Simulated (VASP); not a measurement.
Here is a VASP 6.6.1 calculation.

INCAR

```
PREC     = Accurate       # precision mode
ENCUT    = 510            # plane-wave cutoff, eV
EDIFF    = 1E-6           # SCF threshold, eV
ISMEAR   = 0              # smearing method
SIGMA    = 0.1            # smearing width, eV
LREAL    = False          # projectors in reciprocal space
LASPH    = True           # aspherical terms in the spheres
NELM     = 120            # most SCF steps
ALGO     = Normal         # electronic algorithm
ISIF     = 2              # what is computed and relaxed
LWAVE    = False          # write WAVECAR
LCHARG   = False          # write CHGCAR
GGA      = PE             # functional
NBANDS   = 38             # bands
GGA_COMPAT= False
```

Contents of KPOINTS:

```
Automatic mesh
0
Gamma
  4 4 4
```

The input POSCAR:

```
Ba4AlAs
1.0
    0.0000000000      4.3904850600      4.3904850600
    4.3904850600      0.0000000000      4.3904850600
    4.3904850600      4.3904850600      0.0000000000
Ba Al As
4 1 1
Direct
    0.3759208700      0.3759208700      0.8722373800
    0.8722373800      0.3759208700      0.3759208700
    0.3759208700      0.3759208700      0.3759208700
    0.3759208700      0.8722373800      0.3759208700
    0.0000000000      0.0000000000      0.0000000000
    0.7500000000      0.7500000000      0.7500000000
```

Potentials or basis: VASP PAW PBE potentials, release 64 (Ba_sv, Al, As_d).

The run is started by

```console
$ cat potpaw_PBE.64/Ba_sv/POTCAR potpaw_PBE.64/Al/POTCAR potpaw_PBE.64/As_d/POTCAR > POTCAR
$ mpirun -np 1 vasp_std > vasp.out
```

Question: What does it give for the band gap on the k mesh?

Answer: Zero (bands 29 and 30 overlap by 0.80 eV).

Question: Predict the largest force.

Answer: 0.073 eV/Å.

Forces in eV/Å, atoms in the order of the input:
```
Ba   0.042  0.042 -0.042
Ba  -0.042  0.042  0.042
Ba  -0.042 -0.042 -0.042
Ba   0.042 -0.042  0.042
Al   0.000  0.000  0.000
As   0.000  0.000  0.000
```

Caveat: spin-orbit coupling is left out, which moves the levels of the heavy elements.
